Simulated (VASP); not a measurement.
# Yb (Pm-3m) in VASP: single point with PBEsol

Aim: the single point of Yb with PBEsol.

Everything below comes from runs of VASP 6.6.1. Logs are shortened: lines on timing, memory, paths and dates and some standing lists are left out, and cuts for length are marked.

### 1 The cell of the first run

Symmetry: Pm-3m, No. 221, cubic system. The conventional cell has a = 4.860 Å, b = 4.860 Å, c = 4.860 Å, α = 90.00°, β = 90.00°, γ = 90.00°.

### 2 Single point, PBEsol

Contents of INCAR:

```
SYSTEM = Yb
PREC = Accurate
ENCUT = 520
EDIFF = 1E-6
ISMEAR = 1
SIGMA = 0.1
LREAL = .False.
LASPH = .True.
NELM = 100
ALGO = Normal
ISIF = 2
LWAVE = .False.
LCHARG = .False.
GGA = PS
NBANDS = 18
```

Contents of KPOINTS:

```
Automatic mesh
0
Gamma
  5 5 5
  0 0 0
```

Contents of POSCAR:

```
Yb
1.0
    4.8595360000      0.0000000000      0.0000000000
    0.0000000000      4.8595360000      0.0000000000
    0.0000000000      0.0000000000      4.8595360000
Yb
1
Direct
    0.0000000000      0.0000000000      0.0000000000
```

Potentials or basis: VASP PAW PBE potentials, release 64 (Yb).

Command:

```bash
$ cat potpaw_PBE.64/Yb/POTCAR > POTCAR
$ mpirun -np 1 vasp_std > vasp.out
```

OUTCAR:

```text
SYSTEM = Yb
   PREC = Accurate
   ENCUT = 520
   EDIFF = 1E-6
   ISMEAR = 1
   LREAL = .False.
   LASPH = .True.
   NELM = 100
   ISIF = 2
   GGA = PS

 ion  position               nearest neighbor table
   1  0.000  0.000  0.000-

  LATTYP: Found a simple cubic cell.
 ALAT       =     4.8595360000

  Lattice vectors:

 A1 = (   4.8595360000,   0.0000000000,   0.0000000000)
 A2 = (   0.0000000000,   4.8595360000,   0.0000000000)
 A3 = (   0.0000000000,   0.0000000000,   4.8595360000)

Analysis of symmetry for initial positions (statically):
=====================================================================
 Subroutine PRICEL returns:
 Original cell was already a primitive cell.

 Routine SETGRP: Setting up the symmetry group for a
 simple cubic supercell.

 Subroutine GETGRP returns: Found 48 space group operations
 (whereof 48 operations were pure point group operations)
 out of a pool of 48 trial point group operations.

The static configuration has the point symmetry O_h .

Analysis of symmetry for dynamics (positions and initial velocities):
=====================================================================
 Subroutine PRICEL returns:
 Original cell was already a primitive cell.

 Routine SETGRP: Setting up the symmetry group for a
 simple cubic supercell.

 Subroutine GETGRP returns: Found 48 space group operations
 (whereof 48 operations were pure point group operations)
 out of a pool of 48 trial point group operations.

The dynamic configuration has the point symmetry O_h .

 Subroutine INISYM returns: Found 48 space group operations
 (whereof 48 operations are pure point group operations),
 and found     1 'primitive' translations

----------------------------------------------------------------------------------------

                                     Primitive cell

  volume of cell :     114.7584

  direct lattice vectors                    reciprocal lattice vectors
     4.859536000  0.000000000  0.000000000     0.205780963  0.000000000  0.000000000
     0.000000000  4.859536000  0.000000000     0.000000000  0.205780963  0.000000000
     0.000000000  0.000000000  4.859536000     0.000000000  0.000000000  0.205780963

  length of vectors
     4.859536000  4.859536000  4.859536000     0.205780963  0.205780963  0.205780963

  position of ions in fractional coordinates (direct lattice)
     0.000000000  0.000000000  0.000000000

  ion indices of the primitive-cell ions
   primitive index   ion index
                 1           1

----------------------------------------------------------------------------------------

 KPOINTS: Automatic mesh

Automatic generation of k-mesh.
 Grid dimensions read from file:
 generate k-points for:    5    5    5

 Generating k-lattice:

  Cartesian coordinates                     Fractional coordinates (reciprocal lattice)
     0.041156193  0.000000000  0.000000000     0.200000000  0.000000000  0.000000000
     0.000000000  0.041156193  0.000000000     0.000000000  0.200000000  0.000000000
     0.000000000  0.000000000  0.041156193     0.000000000  0.000000000  0.200000000

  Length of vectors
     0.041156193  0.041156193  0.041156193

  Shift w.r.t. Gamma in fractional coordinates (k-lattice)
     0.000000000  0.000000000  0.000000000

 Subroutine IBZKPT returns following result:
 ===========================================

 Found     10 irreducible k-points:

 Following reciprocal coordinates:
            Coordinates               Weight
  0.000000  0.000000  0.000000      1.000000
  0.200000  0.000000  0.000000      6.000000
  0.400000  0.000000  0.000000      6.000000
  0.200000  0.200000  0.000000     12.000000
  0.400000  0.200000  0.000000     24.000000
  0.400000  0.400000  0.000000     12.000000
  0.200000  0.200000  0.200000      8.000000
  0.400000  0.200000  0.200000     24.000000
  0.400000  0.400000  0.200000     24.000000
  0.400000  0.400000  0.400000      8.000000
   k-points           NKPTS =     10   k-points in BZ     NKDIM =     10   number of bands    NBANDS=     18
   number of dos      NEDOS =    301   number of ions     NIONS =      1
   total plane-waves  NPLWV =  46656
   dimension x,y,z NGX =    36 NGY =   36 NGZ =   36
   dimension x,y,z NGXF=    72 NGYF=   72 NGZF=   72
   ions per type =               1
   NGX,Y,Z   is equivalent  to a cutoff of  12.32, 12.32, 12.32 a.u.
   NGXF,Y,Z  is equivalent  to a cutoff of  24.63, 24.63, 24.63 a.u.
 SYSTEM =  Yb
   PREC   = accura    normal or accurate (medium, high low for compatibility)
   ISTART =      0    job   : 0-new  1-cont  2-samecut
   ICHARG =      2    charge: 1-file 2-atom 10-const
   ISPIN  =      1    spin polarized calculation?
   LNONCOLLINEAR =      F non collinear calculations
   LSORBIT =      F    spin-orbit coupling
   LASPH  =      T    aspherical Exc in radial PAW
   ENCUT  =  520.0 eV  38.22 Ry    6.18 a.u.   9.04  9.04  9.04*2*pi/ulx,y,z
   NELM   =    100;   NELMIN=  2; NELMDL= -5     # of ELM steps
   EDIFF  = 0.1E-05   stopping-criterion for ELM
   LREAL  =      F    real-space projection
   EDIFFG = 0.1E-04   stopping-criterion for IOM
   NSW    =      0    number of steps for IOM
   IBRION =     -1    ionic relax: 0-MD 1-quasi-New 2-CG
   NFREE  =      0    steps in history (QN), initial steepest desc. (CG)
   ISIF   =      2    stress and relaxation
   ISYM   =      2    0-nonsym 1-usesym 2-fastsym
   POTIM  = 0.5000    time-step for ionic-motion
   TEBEG  =    0.0;   TEEND  =   0.0 temperature during run
   PSTRESS=    0.0 pullay stress
   NELECT =      24.0000    total number of electrons
   NUPDOWN=      -1.0000    fix difference up-down
   EMIN   =  10.00;   EMAX   =-10.00  energy-range for DOS
   EFERMI =   0.00;   METHOD = LEGACY
   ISMEAR =     1;   SIGMA  =   0.10  broadening in eV -4-tet -1-fermi 0-gaus
   EFERMI_NEDOS =   21; number of points for ismear=-14 and -15
   IALGO  =     38    algorithm
   IMIX   =      4    mixing-type and parameters
     AMIX     =   0.40;   BMIX     =  1.00
     AMIX_MAG =   1.60;   BMIX_MAG =  1.00
  volume/ion in A,a.u.               =     114.76       774.43
  Fermi-wavevector in a.u.,A,eV,Ry     =   0.971741  1.836324 12.847712  0.944280
  Thomas-Fermi vector in A             =   2.101983
   LORBIT       =      0    0 simple, 1 ext, 2 COOP (PROOUT), +10 PAW based schemes
   GGA     = PS    functional components
   LHFCALC =     F    Hartree Fock is set to
   AEXX    =    0.0000 exact exchange contribution
   IVDW    =     0    specifies the selected vdW correction
   LEPSILON=     F    determine dielectric tensor
   LRPA    =     F    only Hartree local field effects (RPA)
 non-spin polarized calculation
 Methfessel and Paxton  Order N= 1 SIGMA  =   0.10
  energy-cutoff  :      520.00
  volume of cell :      114.76
 maximum number of plane-waves:      3100
   NGX = 19   NGY = 19   NGZ = 19

 number of electron      24.0000008 magnetization

 Free energy of the ion-electron system (eV)
  ---------------------------------------------------
  ext. energy  EPLUGINS =         0.00000000
  ---------------------------------------------------
  free energy    TOTEN  =        -2.32498177 eV

  energy without entropy =       -2.32498715  energy(sigma->0) =       -2.32498356

 E-fermi :  -0.9166     XC(G=0):  -5.4943

 val. band max:       -1.0148957667   @ k =   0.4000   0.0000   0.0000
 cond. band min:      -0.8680421590   @ k =   0.4000   0.4000   0.4000
 fundamental gap:      0.1468536077
 Fermi energy:        -0.9166041936

 k-point     1 :       0.0000    0.0000    0.0000
  band No.  band energies     occupation
      1     -53.4511      2.00000
      2     -25.9174      2.00000
      3     -25.9174      2.00000
      4     -25.9174      2.00000
      5      -3.9074      2.00000
      6      -1.3672      2.00000
[... 10 lines left out ...]
     17       2.1207      0.00000
     18       3.1300      0.00000

 k-point     2 :       0.2000    0.0000    0.0000
  band No.  band energies     occupation
      1     -53.4511      2.00000
      2     -25.9200      2.00000
      3     -25.9173      2.00000
      4     -25.9173      2.00000
      5      -3.6424      2.00000
      6      -1.3694      2.00000
[... 10 lines left out ...]
     17       2.1461      0.00000
     18       2.1616      0.00000

 k-point     3 :       0.4000    0.0000    0.0000
  band No.  band energies     occupation
      1     -53.4511      2.00000
      2     -25.9242      2.00000
      3     -25.9170      2.00000
      4     -25.9170      2.00000
      5      -2.9952      2.00000
      6      -1.3762      2.00000
[... 10 lines left out ...]
     17       2.1279      0.00000
     18       2.1882      0.00000

 k-point     4 :       0.2000    0.2000    0.0000
  band No.  band energies     occupation
      1     -53.4511      2.00000
      2     -25.9198      2.00000
      3     -25.9198      2.00000
      4     -25.9171      2.00000
      5      -3.3739      2.00000
      6      -1.3695      2.00000
[... 10 lines left out ...]
     17       1.8928      0.00000
     18       2.4867      0.00000

 k-point     5 :       0.4000    0.2000    0.0000
  band No.  band energies     occupation
      1     -53.4511      2.00000
      2     -25.9240      2.00000
      3     -25.9195      2.00000
      4     -25.9168      2.00000
      5      -2.7125      2.00000
      6      -1.3750      2.00000
[... 10 lines left out ...]
     17       1.8937      0.00000
     18       2.1660      0.00000

 k-point     6 :       0.4000    0.4000    0.0000
  band No.  band energies     occupation
      1     -53.4510      2.00000
      2     -25.9237      2.00000
      3     -25.9237      2.00000
      4     -25.9165      2.00000
      5      -2.0200      2.00000
      6      -1.3740      2.00000
[... 10 lines left out ...]
     17       1.5665      0.00000
     18       1.9258      0.00000

 k-point     7 :       0.2000    0.2000    0.2000
  band No.  band energies     occupation
      1     -53.4511      2.00000
      2     -25.9197      2.00000
      3     -25.9196      2.00000
      4     -25.9196      2.00000
      5      -3.1014      2.00000
      6      -1.3672      2.00000
[... 10 lines left out ...]
     17       1.4857      0.00000
     18       2.8103      0.00000

 k-point     8 :       0.4000    0.2000    0.2000
  band No.  band energies     occupation
      1     -53.4510      2.00000
      2     -25.9238      2.00000
      3     -25.9194      2.00000
      4     -25.9193      2.00000
      5      -2.4231      2.00000
      6      -1.3735      2.00000
[... 10 lines left out ...]
     17       1.4717      0.00000
     18       2.3303      0.00000

 k-point     9 :       0.4000    0.4000    0.2000
  band No.  band energies     occupation
      1     -53.4510      2.00000
      2     -25.9235      2.00000
      3     -25.9235      2.00000
      4     -25.9190      2.00000
      5      -1.7062      2.00000
      6      -1.3725      2.00000
[... 10 lines left out ...]
     17       1.3377      0.00000
     18       2.1617      0.00000

 k-point    10 :       0.4000    0.4000    0.4000
  band No.  band energies     occupation
      1     -53.4510      2.00000
      2     -25.9232      2.00000
      3     -25.9231      2.00000
      4     -25.9231      2.00000
      5      -1.3793      2.00000
      6      -1.3711      2.00000
[... 10 lines left out ...]
     17       0.9834     -0.00000
     18       2.0098      0.00000

------------------------ aborting loop because EDIFF is reached ----------------------------------------

  FORCE on cell =-STRESS in cart. coord.  units (eV):
  Direction    XX          YY          ZZ          XY          YZ          ZX
  --------------------------------------------------------------------------------------
  -------------------------------------------------------------------------------------
  Total       -0.1950608     -0.1950608     -0.1950608      0.0000000     -0.0000000      0.0000000
  in kB       -2.7233043     -2.7233043     -2.7233043      0.0000000     -0.0000000      0.0000000
  external PRESSURE =      -2.7233043 kB  Pullay stress =       0.0000000 kB

 VOLUME and BASIS-vectors are now :
 -----------------------------------------------------------------------------
  energy-cutoff  :      520.00
  volume of cell :      114.76
      direct lattice vectors                 reciprocal lattice vectors
     4.859536000  0.000000000  0.000000000     0.205780963  0.000000000  0.000000000
     0.000000000  4.859536000  0.000000000     0.000000000  0.205780963  0.000000000
     0.000000000  0.000000000  4.859536000     0.000000000  0.000000000  0.205780963

 POSITION                                       TOTAL-FORCE (eV/Angst)
 -----------------------------------------------------------------------------------
      0.00000      0.00000      0.00000         0.000000      0.000000      0.000000
 -----------------------------------------------------------------------------------
    total drift:                                0.000000      0.000000     -0.000000

  FREE ENERGIE OF THE ION-ELECTRON SYSTEM (eV)
  ---------------------------------------------------
  free  energy   TOTEN  =        -2.3249817717 eV

  energy  without entropy=       -2.3249871491  energy(sigma->0) =       -2.32498356
```

Run time: 3.6 min. Hardware: 1 thread of Intel Xeon 6975P-C, shared host; peak memory 0.22 GiB.

What came out:

```yaml
Free_energy: -2.3250 eV
Pressure: -0.3 GPa
Band_gap_on_the_k_mesh: zero (band 12 reaches -0.87 eV, above the bottom of band 13 at -1.01 eV)
```

Levels at points of the mesh, in eV from the Fermi level:
| k point | band 9 | band 10 | band 11 | band 12 | band 13 | band 14 | band 15 | band 16 |
| --- | --- | --- | --- | --- | --- | --- | --- | --- |
| (0.00, 0.00, 0.00) | -0.45 | -0.45 | -0.45 | -0.44 | 1.03 | 1.03 | 3.04 | 3.04 |

Caveat: the PAW data sets were made with another functional, which shifts forces and pressure a little; spin-orbit coupling is left out, which moves the levels of the heavy elements. Spin polarisation is off, so any magnetic state and its effect on volume and gap are missing.
